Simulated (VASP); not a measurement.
# As: relaxation of cell and atoms with PBE

As:

```
As
1.0
     0.00000    2.13049    2.13049
     2.13049    0.00000    2.13049
     2.13049    2.13049    0.00000
As
1
Direct
  0.00000 0.00000 0.00000
```

This isn't the form of As at room conditions, which is rhombohedral.

- Program: VASP 6.6.1
- Task: relaxation of cell and atoms
- Functional: PBE
- Potentials or basis: VASP PAW PBE potentials, release 64 (As)
- Cutoff: 600 eV
- k mesh: 17 × 17 × 17
- Occupations: fermi-dirac, width 0.05 eV
- Spin: no spin polarisation
- Dipole correction: no
- Further INCAR settings: ALGO = Normal; EDIFF = 1e-06; IBRION = 2; EDIFFG = -0.005; NSW = 45; ISIF = 3

The pressure after relaxing is 0.0 GPa and the band gap on the k mesh is zero (an odd number of electrons rules out a gap without spin polarisation).

Final structure:
```
As
1.0
     0.00000    2.13049    2.13049
     2.13049    0.00000    2.13049
     2.13049    2.13049    0.00000
As
1
Direct
  0.00000 0.00000 0.00000
```

Levels at points of the mesh, in eV from the Fermi level:
| k point | band 1 | band 2 | band 3 | band 4 | band 5 |
| --- | --- | --- | --- | --- | --- |
| (0.00, 0.00, 0.00) | -15.07 | 5.58 | 5.58 | 5.58 | 12.24 |

Wall time 4.8 s on 1 thread of Intel(R) Xeon(R) 6975P-C (Granite Rapids), on a shared host, peak memory 0.15 GiB.

Caveat: the relaxation stopped at its first step, so nothing moved.
